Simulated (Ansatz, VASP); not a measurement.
One calculation of W, two programs

```xyz
2
Lattice="2.7775 0.0000 0.0000 -1.3888 2.4054 0.0000 0.0000 0.0000 4.9680" Properties=species:S:1:pos:R:3 pbc="T T T"
W     0.0000    1.6036    1.2420
W     1.3888    0.8018    3.7260
```

Alike in both runs: task relaxation of cell and atoms; functional PBE; k mesh 9 × 9 × 4; occupations gaussian, width 0.1 eV; no spin polarisation.

|  | VASP | Ansatz |
| --- | --- | --- |
| version | VASP 6.6.1 | Ansatz 0.2.0 |
| potentials or method | VASP PAW PBE potentials, release 64 (W_sv), cutoff 600 eV | scalar-relativistic, plane waves, PAW |
| valence electrons in the cell | 28 | 28 |

|  | VASP | Ansatz | Ansatz less VASP |
| --- | --- | --- | --- |
| gap on the k mesh at the Fermi level, each at its own relaxed structure (eV) | none | none | - |
| relaxed volume (Å³/atom) | 16.60 | 16.55 | -0.047 |
| relaxed cell length with the largest relative difference (Å) | 2.782 | 2.779 | -0.0028 |

A gap of «none» marks a metal or a gap that the smearing closes.

Spin-orbit coupling is off throughout.
